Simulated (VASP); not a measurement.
A run of VASP 6.6.1 is set up as follows.

Contents of INCAR:

```
SYSTEM = W
  PREC = Accurate
  ENCUT = 520
  EDIFF = 1E-7
  ISMEAR = 0
  SIGMA = 0.15
  LREAL = .FALSE.
  LASPH = .TRUE.
  NELM = 60
  ALGO = Fast
  ISIF = 2
  LWAVE = .FALSE.
  LCHARG = .FALSE.
  GGA = PS
  NBANDS = 13
```

File KPOINTS:

```
Automatic mesh
0
G
  20 20 20
  0 0 0
```

File POSCAR:

```
W
1.0
   -1.6172662500      1.5773337500      1.5973000000
    1.6172662500     -1.5773337500      1.5973000000
    1.6172662500      1.5773337500     -1.5973000000
W
1
Direct
    0.0000000000      0.0000000000      0.0000000000
```

Potentials or basis: VASP PAW PBE potentials, release 64 (W_sv).

Run with:

```console
$ cat potpaw_PBE.64/W_sv/POTCAR > POTCAR
$ mpirun -np 1 vasp_std > vasp.out
```

Q: What does it give for the pressure?

A: -10.9 GPa.

Q: What does it give for the band gap on the k mesh?

A: Zero (bands 7 and 8 overlap by 5.99 eV).

Stress tensor (GPa, compression positive):
```
-14.92   0.00   0.00
  0.00  -6.70   0.00
  0.00   0.00 -10.96
```

Caveat: the cell differs from its parent crystal (strain +0.0125 x Voigt [1, -1, 0, 0, 0, 0]); the cell stands under tension; the PAW data sets were made with another functional, which shifts forces and pressure a little; spin-orbit coupling is left out, which moves the levels of the heavy elements.
